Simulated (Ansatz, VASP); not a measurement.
## Au in VASP and in Ansatz

```
Au
1.0
     2.90000    0.00000    0.00000
    -1.45000    2.51147    0.00000
     0.00000    0.00000   24.76000
Au
5
Direct
  0.66667 0.33333 0.30291
  0.33333 0.66667 0.40145
  0.66667 0.33333 0.50000
  0.33333 0.66667 0.59855
  0.66667 0.33333 0.69709
```

Alike in both runs: task single point; functional PBE; k mesh 11 × 11 × 1; occupations fermi-dirac, width 0.05 eV; no spin polarisation.

```csv
,VASP,Ansatz
version,VASP 6.6.1,Ansatz 0.2.0
potentials or method,"VASP PAW PBE potentials, release 64 (Au)",Ansatz PAW
plane-wave cutoff (eV),520,420
valence electrons in the cell,55,95
```

Ansatz gave:

```
gap on the k mesh at the Fermi level (eV) : none
rms of the force components (eV/Å)        : 0.063
```

Q: What did VASP give for the same quantities?

A: gap on the k mesh at the Fermi level (eV): none; rms of the force components (eV/Å): 0.061.

Atom by atom the forces differ by 0.003 eV/Å (rms over components). A gap of «none» marks a metal or a gap that the smearing closes. VASP's potentials hold 55 valence electrons a cell and Ansatz's 95, so a difference there can come from the potentials and not from the codes.

Neither program's run includes spin-orbit coupling.
